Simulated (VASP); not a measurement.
# Li: relaxation of cell and atoms with PBEsol

The system is Li.

```
Li
1.0
     0.00000    1.81826    1.81826
     1.81826    0.00000    1.81826
     1.81826    1.81826    0.00000
Li
1
Cartesian
  0.0000 0.0000 0.0000
```

| Property | Result |
| --- | --- |
| Program | VASP 6.6.1 |
| Task | relaxation of cell and atoms |
| Functional | PBEsol |
| Potentials or basis | VASP PAW PBE potentials, release 64 (Li_sv) |
| Cutoff | 600 eV |
| k mesh | 18 × 18 × 18 |
| Occupations | fermi-dirac, width 0.08 eV |
| Spin | no spin polarisation |
| Target pressure | 17 GPa |
| Dipole correction | no |
| Further INCAR settings | ALGO = Normal; EDIFF = 1e-06; IBRION = 2; EDIFFG = -0.005; NSW = 60; ISIF = 3 |

* Relaxed volume: 11.93 Å³/atom
* Relaxed cell: a = 2.565 Å, b = 2.565 Å, c = 2.565 Å, α = 60.00°, β = 60.00°, γ = 60.00°
* Space group after relaxing (to 0.05 Å): Fm-3m (No. 225)
* Energy change on relaxing (the enthalpy is what falls): +9.6 meV/atom
* Ionic steps: 3
* Pressure after relaxing: 17.0 GPa

The path:
```
step  energy change (eV)  largest force (eV/Å)  pressure (GPa)  volume (Å³)
   1              0.0000                0.0000           16.57        12.02
   2              0.0059                0.0000           16.83        11.97
   3              0.0096                0.0000           17.01        11.93
```

Final structure:
```cif
data_structure
_symmetry_space_group_name_H-M 'P 1'
_symmetry_Int_Tables_number 1
_cell_length_a 2.5648
_cell_length_b 2.5648
_cell_length_c 2.5648
_cell_angle_alpha 60.000
_cell_angle_beta 60.000
_cell_angle_gamma 60.000
_cell_volume 11.93
loop_
_atom_site_label
_atom_site_type_symbol
_atom_site_fract_x
_atom_site_fract_y
_atom_site_fract_z
_atom_site_occupancy
Li1 Li 0.00000 0.00000 0.00000 1
```

Levels at points of the mesh, in eV from the Fermi level:
```tsv
k point	band 1	band 2	band 3	band 4	band 5
(0.00, 0.00, 0.00)	-45.19	-4.04	20.65	20.65	20.65
(0.50, 0.00, 0.00)	-45.05	-0.31	5.22	18.15	18.15
(0.50, 0.50, 0.00)	-45.01	1.96	7.02	11.96	11.96
```

It took 7.3 s on 1 thread of Intel(R) Xeon(R) 6975P-C (Granite Rapids) (shared host), peak memory 0.13 GiB.

Caveat: the cutoff is under 1.25 times the usual one of these potentials, so pressure, stress and relaxed cells hold a basis-set (Pulay) error; the cell is relaxed towards a set pressure, so the enthalpy falls and the energy may rise; the PAW data sets were made with another functional, which shifts forces and pressure a little.
